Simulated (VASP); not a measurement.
# Ni (Fmmm) in VASP: a series of runs, part 2 of 2

VASP 6.6.1.

### Step 3. Single point, LDA, collinear spin, ferromagnetic start

Input file INCAR:

```
SYSTEM = Ni
PREC = Accurate
ENCUT = 520
EDIFF = 1E-6
ISMEAR = -1
SIGMA = 0.05
LREAL = .False.
LASPH = .True.
NELM = 150
ALGO = Normal
ISIF = 2
LWAVE = .False.
LCHARG = .True.
ISPIN = 2
MAGMOM = 1
LORBIT = 11
LMAXMIX = 4
GGA = CA
LELF = .True.
LVHAR = .True.
NBANDS = 15
```

Input file KPOINTS:

```
regular mesh
0
Gamma
  17 17 17
  0 0 0
```

Input file POSCAR:

```
Ni
1.0
   -1.3791026167      1.3791026167      1.3837150000
    1.3791026167     -1.3791026167      1.3837150000
    1.3883273833      1.3883273833     -1.3837150000
Ni
1
Direct
    0.0000000000      0.0000000000      0.0000000000
```

Potentials or basis: VASP PAW LDA potentials, release 64 (Ni).

Launch:

```sh
> cat potpaw_LDA.64/Ni/POTCAR > POTCAR
> mpirun -np 1 vasp_std > vasp.out
```

OUTCAR:

```text
SYSTEM = Ni
   PREC = Accurate
   ENCUT = 520
   EDIFF = 1E-6
   ISMEAR = -1
   LREAL = .False.
   LASPH = .True.
   NELM = 150
   ISIF = 2
   ISPIN = 2
   LORBIT = 11
   GGA = CA

 ion  position               nearest neighbor table
   1  0.000  0.000  0.000-

  LATTYP: Found a face centered orthorhombic cell.
 ALAT       =     2.7674300000
 B/A-ratio  =     1.4094995172
 C/A-ratio  =     1.4189276075

  Lattice vectors:

 A1 = (   2.7674300000,   0.0092247666,   0.0000000000)
 A2 = (   1.3883273833,   1.3883273833,   1.3837150000)
 A3 = (   1.3791026167,  -1.3791026167,   1.3837150000)

Analysis of symmetry for initial positions (statically):
=====================================================================
 Subroutine PRICEL returns:
 Original cell was already a primitive cell.

 Routine SETGRP: Setting up the symmetry group for a
 face centered orthorhombic supercell.

 Subroutine GETGRP returns: Found  8 space group operations
 (whereof  8 operations were pure point group operations)
 out of a pool of  8 trial point group operations.

The static configuration has the point symmetry D_2h.

Analysis of symmetry for dynamics (positions and initial velocities):
=====================================================================
 Subroutine PRICEL returns:
 Original cell was already a primitive cell.

 Routine SETGRP: Setting up the symmetry group for a
 face centered orthorhombic supercell.

 Subroutine GETGRP returns: Found  8 space group operations
 (whereof  8 operations were pure point group operations)
 out of a pool of  8 trial point group operations.

The dynamic configuration has the point symmetry D_2h.

Analysis of structural, dynamic, and magnetic symmetry:
=====================================================================
 Subroutine PRICEL returns:
 Original cell was already a primitive cell.

 Routine SETGRP: Setting up the symmetry group for a
 face centered orthorhombic supercell.

 Subroutine GETGRP returns: Found  8 space group operations
 (whereof  8 operations were pure point group operations)
 out of a pool of  8 trial point group operations.

The overall configuration has the point symmetry D_2h.

 Subroutine INISYM returns: Found  8 space group operations
 (whereof  8 operations are pure point group operations),
 and found     1 'primitive' translations

----------------------------------------------------------------------------------------

                                     Primitive cell

  volume of cell :      10.5973

  direct lattice vectors                    reciprocal lattice vectors
    -1.379102617  1.379102617  1.383715000    -0.001204500  0.361350101  0.361346086
     1.379102617 -1.379102617  1.383715000     0.361350101 -0.001204500  0.361346086
     1.388327383  1.388327383 -1.383715000     0.360145601  0.360145601  0.000000000

  length of vectors
     2.391341727  2.391341727  2.401993557     0.511024795  0.511024795  0.509322794

  position of ions in fractional coordinates (direct lattice)
     0.000000000  0.000000000  0.000000000

  ion indices of the primitive-cell ions
   primitive index   ion index
                 1           1

----------------------------------------------------------------------------------------

 KPOINTS: regular mesh

Automatic generation of k-mesh.
 Grid dimensions read from file:
 generate k-points for:   17   17   17

 Generating k-lattice:
[... 72 lines left out ...]
   PSTRESS=    0.0 pullay stress
   NELECT =      10.0000    total number of electrons
   NUPDOWN=      -1.0000    fix difference up-down
   EMIN   =  10.00;   EMAX   =-10.00  energy-range for DOS
   EFERMI =   0.00;   METHOD = LEGACY
   ISMEAR =    -1;   SIGMA  =   0.05  broadening in eV -4-tet -1-fermi 0-gaus
   EFERMI_NEDOS =   21; number of points for ismear=-14 and -15
   IALGO  =     38    algorithm
   IMIX   =      4    mixing-type and parameters
     AMIX     =   0.40;   BMIX     =  1.00
     AMIX_MAG =   1.60;   BMIX_MAG =  1.00
  volume/ion in A,a.u.               =      10.60        71.51
  Fermi-wavevector in a.u.,A,eV,Ry     =   1.605745  3.034417 35.081474  2.578416
  Thomas-Fermi vector in A             =   2.702042
   LORBIT       =     11    0 simple, 1 ext, 2 COOP (PROOUT), +10 PAW based schemes
   GGA     = CA    functional components
   LHFCALC =     F    Hartree Fock is set to
   AEXX    =    0.0000 exact exchange contribution
   IVDW    =     0    specifies the selected vdW correction
   LEPSILON=     F    determine dielectric tensor
   LRPA    =     F    only Hartree local field effects (RPA)
 spin polarized calculation
  energy-cutoff  :      520.00
  volume of cell :       10.60
 maximum number of plane-waves:       321
 NGX is ok and might be reduce to    18
   NGX =  9   NGY =  9   NGZ =  9

 number of electron      10.0000004 magnetization       0.4070707

 Free energy of the ion-electron system (eV)
  ---------------------------------------------------
  ext. energy  EPLUGINS =         0.00000000
  ---------------------------------------------------
  free energy    TOTEN  =        -6.46766846 eV

  energy without entropy =       -6.45210998  energy(sigma->0) =       -6.45988922

 E-fermi :   9.2745     XC(G=0): -13.7651

 val. band max:        9.2726578369   @ k =  -0.3529   0.0588   0.0000
 cond. band min:       9.2804036399   @ k =  -0.1176   0.1765   0.4706
 fundamental gap:      0.0077458030
 Fermi energy:         9.2744840006

 spin component 1

 k-point     1 :       0.0000    0.0000    0.0000
  band No.  band energies     occupation
      1       0.2472      1.00000
      2       7.0205      1.00000
      3       7.0491      1.00000
      4       7.0786      1.00000
      5       8.5076      1.00000
      6       8.5080      1.00000
      7      35.9710      0.00000
      8      36.0727      0.00000
      9      36.1689      0.00000
     10      41.1461      0.00000
     11      41.1654      0.00000
     12      42.0233      0.00000
     13      42.1657      0.00000
     14      42.3151      0.00000
[... 403 lines left out ...]
      4       7.2444      1.00000
      5       8.4050      1.00000
      6       8.5183      1.00000
      7      33.4590      0.00000
      8      34.3344      0.00000
      9      36.0956      0.00000
     10      37.9207      0.00000
     11      39.3168      0.00000
     12      40.3615      0.00000
     13      42.8263      0.00000
     14      43.1990      0.00000
     15      46.2903      0.00000

 [... further k-points ...]

 spin component 2

 k-point     1 :       0.0000    0.0000    0.0000
  band No.  band energies     occupation
      1       0.2829      1.00000
      2       7.4455      1.00000
      3       7.4753      1.00000
      4       7.5057      1.00000
      5       8.8626      0.99974
      6       8.8630      0.99973
      7      35.9670      0.00000
      8      36.0688      0.00000
      9      36.1652      0.00000
     10      41.1671      0.00000
     11      41.1851      0.00000
     12      42.1479      0.00000
     13      42.2901      0.00000
     14      42.4394      0.00000
[... 403 lines left out ...]
      4       7.6739      1.00000
      5       8.7570      0.99997
      6       8.8739      0.99967
      7      33.4960      0.00000
      8      34.3736      0.00000
      9      36.1031      0.00000
     10      38.0472      0.00000
     11      39.3723      0.00000
     12      40.4640      0.00000
     13      42.8717      0.00000
     14      43.3125      0.00000
     15      46.3859      0.00000

 [... further k-points ...]

------------------------ aborting loop because EDIFF is reached ----------------------------------------

  FORCE on cell =-STRESS in cart. coord.  units (eV):
  Direction    XX          YY          ZZ          XY          YZ          ZX
  --------------------------------------------------------------------------------------
  -------------------------------------------------------------------------------------
  Total       -0.7195403     -0.7195403     -0.7192327     -0.0658273      0.0000000      0.0000000
  in kB     -108.7853894   -108.7853894   -108.7388889     -9.9522532      0.0000000      0.0000000
  external PRESSURE =    -108.7698892 kB  Pullay stress =       0.0000000 kB

 VOLUME and BASIS-vectors are now :
 -----------------------------------------------------------------------------
  energy-cutoff  :      520.00
  volume of cell :       10.60
      direct lattice vectors                 reciprocal lattice vectors
    -1.379102617  1.379102617  1.383715000    -0.001204500  0.361350101  0.361346086
     1.379102617 -1.379102617  1.383715000     0.361350101 -0.001204500  0.361346086
     1.388327383  1.388327383 -1.383715000     0.360145601  0.360145601  0.000000000

 POSITION                                       TOTAL-FORCE (eV/Angst)
 -----------------------------------------------------------------------------------
      0.00000      0.00000      0.00000        -0.000000      0.000000      0.000000
 -----------------------------------------------------------------------------------
    total drift:                                0.000000      0.000000      0.000000

  FREE ENERGIE OF THE ION-ELECTRON SYSTEM (eV)
  ---------------------------------------------------
  free  energy   TOTEN  =        -6.4676684581 eV

  energy  without entropy=       -6.4521099821  energy(sigma->0) =       -6.45988922

 total charge

# of ion       s       p       d       tot
------------------------------------------
    1        0.503   0.509   8.360   9.373

 magnetization (x)

# of ion       s       p       d       tot
------------------------------------------
    1       -0.003  -0.010   0.420   0.408
```

OSZICAR:

```text
N       E                     dE             d eps       ncg     rms          rms(c)
DAV:   1     0.320833213498E+02    0.32083E+02   -0.41925E+03 46601   0.864E+02
DAV:   2    -0.606053525732E+01   -0.38144E+02   -0.35469E+02 49886   0.163E+02
DAV:   3    -0.749634348355E+01   -0.14358E+01   -0.14173E+01 53765   0.309E+01
DAV:   4    -0.750483236393E+01   -0.84889E-02   -0.84870E-02 53591   0.228E+00
DAV:   5    -0.750492939822E+01   -0.97034E-04   -0.97034E-04 55034   0.217E-01    0.102E+01
DAV:   6    -0.679351684554E+01    0.71141E+00   -0.12711E+01 63060   0.400E+01    0.566E+00
DAV:   7    -0.648849635466E+01    0.30502E+00   -0.22317E+00 58848   0.151E+01    0.197E+00
DAV:   8    -0.647033514107E+01    0.18161E-01   -0.33601E-02 58266   0.121E+00    0.837E-01
DAV:   9    -0.646818052598E+01    0.21546E-02   -0.10249E-03 71007   0.189E-01    0.226E-01
DAV:  10    -0.646767659201E+01    0.50393E-03   -0.26070E-04 71154   0.922E-02    0.426E-02
DAV:  11    -0.646766578404E+01    0.10808E-04   -0.35618E-05 60070   0.389E-02    0.265E-02
DAV:  12    -0.646766848477E+01   -0.27007E-05   -0.44675E-06 48377   0.127E-02    0.608E-03
DAV:  13    -0.646766845814E+01    0.26628E-07   -0.15201E-07 34470   0.393E-03
   1 F= -.64676685E+01 E0= -.64598892E+01  d E =-.155585E-01  mag=     0.4069
```

stdout:

```text
POSCAR found type information on POSCAR Ni
 POSCAR found :  1 types and       1 ions
 scaLAPACK will be used
 LDA part: xc-table for (Slater(with rela. corr.)+CA(PZ))
 , standard interpolation
 POSCAR, INCAR and KPOINTS ok, starting setup
 FFT: planning ... GRIDC
 FFT: planning ... GRID_SOFT
 FFT: planning ... GRID
 WAVECAR not read
 entering main loop
```

Wall time 4.8 min (1 thread of Intel Xeon 8259CL, shared host); peak memory 0.28 GiB.

Results:

```
Free energy                                           : -6.4677 eV
Pressure                                              : -10.9 GPa
Net moment                                            : 0.41 μB per cell
Site moments                                          : Ni +0.41 μB
Valence electrons inside the program's atomic spheres : Ni 9.37
```

Stress tensor (GPa, compression positive):
```
-10.88  -1.00   0.00
 -1.00 -10.88   0.00
  0.00   0.00 -10.87
```

Levels at points of the mesh, in eV from the Fermi level:
Spin up:
```tsv
k point	band 2	band 3	band 4	band 5	band 6	band 7	band 8	band 9
(0.00, 0.00, 0.00)	-2.25	-2.23	-2.20	-0.77	-0.77	26.70	26.80	26.89
```
Spin down:
| k point | band 3 | band 4 | band 5 | band 6 | band 7 | band 8 |
| --- | --- | --- | --- | --- | --- | --- |
| (0.00, 0.00, 0.00) | -1.80 | -1.77 | -0.41 | -0.41 | 26.69 | 26.79 |

Caveat: the cell stands under tension.

### Step 4. Single point, LDA, collinear spin, ferromagnetic start

Input file INCAR:

```
SYSTEM = Ni
PREC     = Accurate       ! precision mode
ENCUT    = 520            ! plane-wave cutoff, eV
EDIFF    = 1E-7           ! SCF threshold, eV
ISMEAR   = -1             ! smearing method
SIGMA    = 0.05           ! smearing width, eV
LREAL    = .FALSE.        ! projectors in reciprocal space
LASPH    = .TRUE.         ! aspherical terms in the spheres
NELM     = 150            ! most SCF steps
ALGO     = Normal         ! electronic algorithm
ISIF     = 2              ! what is computed and relaxed
LWAVE    = .FALSE.        ! write WAVECAR
LCHARG   = .FALSE.        ! write CHGCAR
ISPIN    = 2              ! spin polarisation
MAGMOM   = 1              ! initial moments
LORBIT   = 11             ! projections on sites
LMAXMIX  = 4              ! l up to which the mixer works
GGA      = CA             ! functional
NBANDS   = 15             ! bands
```

Input file KPOINTS:

```
regular mesh
0
G
  17 17 17
  0 0 0
```

Input file POSCAR:

```
Ni
1.0
   -1.3767964250      1.3767964250      1.3837150000
    1.3767964250     -1.3767964250      1.3837150000
    1.3906335750      1.3906335750     -1.3837150000
Ni
1
Direct
    0.0000000000      0.0000000000      0.0000000000
```

Potentials or basis: VASP PAW LDA potentials, release 64 (Ni).

Launch:

```sh
> cat potpaw_LDA.64/Ni/POTCAR > POTCAR
> mpirun -np 1 vasp_std > vasp.out
```

OUTCAR:

```text
SYSTEM = Ni
   PREC = Accurate
   ENCUT = 520
   EDIFF = 1E-7
   ISMEAR = -1
   LREAL = .FALSE.
   LASPH = .TRUE.
   NELM = 150
   ISIF = 2
   ISPIN = 2
   LORBIT = 11
   GGA = CA

 ion  position               nearest neighbor table
   1  0.000  0.000  0.000-

  LATTYP: Found a face centered orthorhombic cell.
 ALAT       =     2.7674300000
 B/A-ratio  =     1.4071424946
 C/A-ratio  =     1.4212846302

  Lattice vectors:

 A1 = (   2.7674300000,   0.0138371500,   0.0000000000)
 A2 = (   1.3906335750,   1.3906335750,   1.3837150000)
 A3 = (   1.3767964250,  -1.3767964250,   1.3837150000)

Analysis of symmetry for initial positions (statically):
=====================================================================
 Subroutine PRICEL returns:
 Original cell was already a primitive cell.

 Routine SETGRP: Setting up the symmetry group for a
 face centered orthorhombic supercell.

 Subroutine GETGRP returns: Found  8 space group operations
 (whereof  8 operations were pure point group operations)
 out of a pool of  8 trial point group operations.

[... 632 lines left out ...]
     12      42.0799      0.00000
     13      42.2905      0.00000
     14      42.5171      0.00000
[... 403 lines left out ...]
      4       7.6654      1.00000
      5       8.7556      0.99997
      6       8.8731      0.99967
      7      33.5252      0.00000
      8      34.4010      0.00000
      9      36.0675      0.00000
     10      38.0583      0.00000
     11      39.3287      0.00000
     12      40.4592      0.00000
     13      42.8160      0.00000
     14      43.3033      0.00000
     15      46.3817      0.00000

 [... further k-points ...]

------------------------ aborting loop because EDIFF is reached ----------------------------------------

  FORCE on cell =-STRESS in cart. coord.  units (eV):
  Direction    XX          YY          ZZ          XY          YZ          ZX
  --------------------------------------------------------------------------------------
  -------------------------------------------------------------------------------------
  Total       -0.7184958     -0.7184958     -0.7178377     -0.0985433     -0.0000000     -0.0000000
  in kB     -108.6289927   -108.6289927   -108.5294853    -14.8987139     -0.0000000     -0.0000000
  external PRESSURE =    -108.5958236 kB  Pullay stress =       0.0000000 kB

 VOLUME and BASIS-vectors are now :
 -----------------------------------------------------------------------------
  energy-cutoff  :      520.00
  volume of cell :       10.60
      direct lattice vectors                 reciprocal lattice vectors
    -1.376796425  1.376796425  1.383715000    -0.001806776  0.361355120  0.361346086
     1.376796425 -1.376796425  1.383715000     0.361355120 -0.001806776  0.361346086
     1.390633575  1.390633575 -1.383715000     0.359548345  0.359548345  0.000000000

 POSITION                                       TOTAL-FORCE (eV/Angst)
 -----------------------------------------------------------------------------------
      0.00000      0.00000      0.00000         0.000000      0.000000      0.000000
 -----------------------------------------------------------------------------------
    total drift:                                0.000000      0.000000     -0.000000

  FREE ENERGIE OF THE ION-ELECTRON SYSTEM (eV)
  ---------------------------------------------------
  free  energy   TOTEN  =        -6.4674045843 eV

  energy  without entropy=       -6.4518292582  energy(sigma->0) =       -6.45961692

 total charge

# of ion       s       p       d       tot
------------------------------------------
    1        0.504   0.509   8.360   9.373

 magnetization (x)

# of ion       s       p       d       tot
------------------------------------------
    1       -0.003  -0.009   0.420   0.408
```

OSZICAR:

```text
N       E                     dE             d eps       ncg     rms          rms(c)
DAV:   1     0.317222278368E+02    0.31722E+02   -0.42074E+03 46512   0.873E+02
DAV:   2    -0.609134855112E+01   -0.37814E+02   -0.35218E+02 49529   0.162E+02
DAV:   3    -0.749633284432E+01   -0.14050E+01   -0.13865E+01 54452   0.306E+01
DAV:   4    -0.750446550096E+01   -0.81327E-02   -0.81308E-02 52855   0.223E+00
DAV:   5    -0.750455559934E+01   -0.90098E-04   -0.90098E-04 55257   0.211E-01    0.102E+01
DAV:   6    -0.679323210914E+01    0.71132E+00   -0.12708E+01 63123   0.400E+01    0.566E+00
DAV:   7    -0.648822833982E+01    0.30500E+00   -0.22312E+00 58980   0.151E+01    0.197E+00
DAV:   8    -0.647007805691E+01    0.18150E-01   -0.33610E-02 58163   0.121E+00    0.838E-01
DAV:   9    -0.646791767966E+01    0.21604E-02   -0.10414E-03 71207   0.190E-01    0.226E-01
DAV:  10    -0.646741249490E+01    0.50518E-03   -0.26460E-04 71352   0.925E-02    0.427E-02
DAV:  11    -0.646740190980E+01    0.10585E-04   -0.35536E-05 68939   0.391E-02    0.266E-02
DAV:  12    -0.646740461370E+01   -0.27039E-05   -0.41478E-06 63657   0.117E-02    0.612E-03
DAV:  13    -0.646740458427E+01    0.29432E-07   -0.67027E-08 44939   0.291E-03
   1 F= -.64674046E+01 E0= -.64596169E+01  d E =-.155753E-01  mag=     0.4064
```

It took 4.5 min on 1 thread of Intel Xeon 8259CL, shared host; peak memory 0.28 GiB.

What came out:

- Free energy: -6.4674 eV
- Pressure: -10.9 GPa
- Net moment: 0.41 μB per cell
- Site moments: Ni +0.41 μB
- Valence electrons inside the program's atomic spheres: Ni 9.37

Stress tensor (GPa, compression positive):
```
-10.86  -1.49   0.00
 -1.49 -10.86   0.00
  0.00   0.00 -10.85
```

Levels at points of the mesh, in eV from the Fermi level:
Spin up:
```
           k point  band 1  band 2  band 3  band 4  band 5  band 6  band 7  band 8  band 9  band 10
(0.00, 0.00, 0.00)   -9.03   -2.27   -2.23   -2.18   -0.77   -0.77   26.64   26.80   26.94    31.85
```
Spin down:
```tsv
k point	band 2	band 3	band 4	band 5	band 6	band 7	band 8	band 9
(0.00, 0.00, 0.00)	-1.84	-1.80	-1.75	-0.41	-0.41	26.64	26.80	26.94
```

Caveat: the cell stands under tension.

### Step 5. Overview

```tsv
cell	gap on the mesh (eV)	pressure (GPa)	moment (μB)
a = 2.394, b = 2.394, c = 2.399 Å, angles 109.5, 109.5, 109.4°, 1 atom	none	-10.9	0.41
a = 2.391, b = 2.391, c = 2.402 Å, angles 109.5, 109.5, 109.3°, 1 atom	none	-10.9	0.41
a = 2.389, b = 2.389, c = 2.405 Å, angles 109.5, 109.5, 109.2°, 1 atom	none	-10.9	0.41
```

Alike in all rows: task single point; level LDA; potentials or basis VASP PAW LDA potentials, release 64 (Ni); spin collinear, ferromagnetic start; k mesh 17 × 17 × 17; cutoff (eV) 520; smearing fermi-dirac 0.05 eV.

Caveats: the cell stands under tension.

Absolute energies hang on the potentials; compare differences alone.
